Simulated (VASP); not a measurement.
Here is a VASP 6.6.1 calculation.

Contents of INCAR:

```
SYSTEM = MgC18
PREC = Accurate
ENCUT = 520
EDIFF = 1E-7
ISMEAR = 0
SIGMA = 0.05
LREAL = Auto
LASPH = .True.
NELM = 60
ALGO = Normal
ISIF = 2
LWAVE = .False.
LCHARG = .False.
GGA = PE
NBANDS = 52
```

File KPOINTS:

```
regular mesh
0
Gamma
  2 2 1
  0 0 0
```

File POSCAR:

```
MgC18
1.0
    7.3980000000      0.0000000000      0.0000000000
   -3.6990000000      6.4068560000      0.0000000000
    0.0000000000      0.0000000000     11.0000000000
C Mg
18 1
Direct
   -0.0011387134      0.0019639898      0.0804311818
    0.2214424488      0.1115675146      0.0803890909
   -0.0011406623      0.3352850446      0.0804147273
    0.2214458679      0.4448960613      0.0804396364
   -0.0011385079      0.6686380964      0.0803536364
    0.2214481979      0.7782456793      0.0804061818
    0.3321849615      0.0019671115      0.0803429091
    0.5547740193      0.1115664220      0.0803588182
    0.3321828203      0.3352883224      0.0803645455
    0.5547684406      0.4448988708      0.0803294545
    0.3321994616      0.6686346626      0.0803847273
    0.5547781112      0.7782339731      0.0803650000
    0.6655347257      0.0019591513      0.0803873636
    0.8881154768      0.1115615834      0.0803831818
    0.6655253300      0.3352891028      0.0803372727
    0.8881134543      0.4448946566      0.0803630000
    0.6655269673      0.6686354430      0.0803810000
    0.8881136715      0.7782389678      0.0803648182
    0.7056656204      0.3593277264      0.4759308182
```

Potentials or basis: VASP PAW PBE potentials, release 64 (C, Mg).

Run with:

```sh
$ cat potpaw_PBE.64/C/POTCAR potpaw_PBE.64/Mg/POTCAR > POTCAR
$ mpirun -np 1 vasp_std > vasp.out
```

**Question.** What does it give for the largest force?

**Answer.** 0.017 eV/Å.

**Question.** What does it give for the band gap on the k mesh?

**Answer.** 0.16 eV.

Forces in eV/Å, atoms in the order of the input:
```
C    0.001 -0.002 -0.007
C    0.000 -0.001  0.002
C    0.001  0.000 -0.003
C    0.001  0.017 -0.003
C    0.005 -0.002  0.003
C    0.011 -0.004 -0.010
C    0.002 -0.011  0.006
C    0.004 -0.003 -0.005
C   -0.001  0.003  0.006
C    0.002  0.003 -0.004
C   -0.011 -0.001  0.004
C   -0.005 -0.003  0.005
C   -0.008 -0.002 -0.003
C    0.004  0.003  0.007
C   -0.008 -0.004  0.001
C    0.004  0.010 -0.002
C   -0.005 -0.007 -0.004
C    0.004  0.004  0.009
Mg   0.000  0.000 -0.004
```

Caveat: the k points lie up to 0.49 Å⁻¹ apart; there is no dipole correction, which matters where the two faces differ.
